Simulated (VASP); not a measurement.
Write the native input for VASP 6.6.1 that does the following.

* Task: single point
* Functional: PBE
* Potentials or basis: VASP PAW PBE potentials, release 64 (Ga_d, As)
* Cutoff: 500 eV
* k mesh: 8 × 8 × 8
* Occupations: gaussian, width 0.01 eV
* Spin: non-collinear spin, zero start, spin-orbit coupling
* Starting moments: [[0.0, 0.0, 0.0], [0.0, 0.0, 0.0]] μB
* Dipole correction: no
* Further INCAR settings: ALGO = Normal; EDIFF = 1e-06; NBANDS = 30

The structure of GaAs lies in POSCAR:

```
GaAs
1.0
    0.0000000000      2.8265000000      2.8265000000
    2.8265000000      0.0000000000      2.8265000000
    2.8265000000      2.8265000000      0.0000000000
Ga As
1 1
Direct
    0.0000000000      0.0000000000      0.0000000000
    0.2500000000      0.2500000000      0.2500000000
```

One way to write it, as run:

INCAR

```
ALGO = Normal
EDIFF = 1E-6
ENCUT = 500
GGA = PE
GGA_COMPAT = False
ISIF = 2
ISMEAR = 0
LASPH = True
LCHARG = False
LORBIT = 11
LORBMOM = True
LREAL = False
LSORBIT = True
LWAVE = False
MAGMOM = 0 0 0 0 0 0
NBANDS = 30
NELM = 200
PREC = Accurate
SIGMA = 0.01
```

KPOINTS

```
k-points
0
Gamma
  8 8 8
```

Potentials or basis: VASP PAW PBE potentials, release 64 (Ga_d, As).

Run with:

```console
$ cat potpaw_PBE.64/Ga_d/POTCAR potpaw_PBE.64/As/POTCAR > POTCAR
$ mpirun -np 1 vasp_ncl > vasp.out
```

Results of the run:

```yaml
Pressure: 3.5 GPa
Net_moment: 0.00 μB per cell
Valence_electrons_inside_the_program's_atomic_spheres: Ga 11.68; As 2.84
```

Wall time 4 min on 1 thread of Intel Xeon 8259CL, on a shared host, peak memory 0.32 GiB.
